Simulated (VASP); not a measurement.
SiC, 8 atoms in the cell. It takes space group R3m (No. 160, trigonal). The conventional cell has a = 6.194 Å, b = 6.194 Å, c = 7.586 Å, α = 90.00°, β = 90.00°, γ = 120.00°. Within 2.5 Å of Si (site symmetry 3m) lie 4 C at 1.88 to 1.94 Å. Si (site symmetry m) has 4 C at 1.90 Å within 2.5 Å. C (site symmetry 3m) has 4 Si at 1.90 to 1.94 Å within 2.5 Å. C (site symmetry m) has 4 Si at 1.88 to 1.90 Å within 2.5 Å.  This cell differs from its parent crystal: atom 1 (Si) moved -0.040 Å towards its neighbour atom 5 (C) at 1.896 Å.

```yaml
Program: VASP 6.6.1
Task: single point
Functional: PBE
Potentials_or_basis: VASP PAW PBE potentials, release 64 (Si, C)
Cutoff: 520 eV
k_mesh: 6 × 6 × 6
Occupations: gaussian, width 0.05 eV
Spin: no spin polarisation
Dipole_correction: no
Further_INCAR_settings: ALGO = Normal; EDIFF = 1e-06; NBANDS = 26
```

Potentials or basis: VASP PAW PBE potentials, release 64 (Si, C).

Command:

```bash
$ cat potpaw_PBE.64/Si/POTCAR potpaw_PBE.64/C/POTCAR > POTCAR
$ mpirun -np 1 vasp_std > vasp.out
```

Hardware: 1 thread of Intel(R) Xeon(R) 6975P-C (Granite Rapids), with other jobs on the host.

How long does it take, and how much memory?

Run time: 37 s on 1 thread of Intel(R) Xeon(R) 6975P-C (Granite Rapids) (shared host), peak memory 0.22 GiB. Counts: scf iterations 13, k points 32.
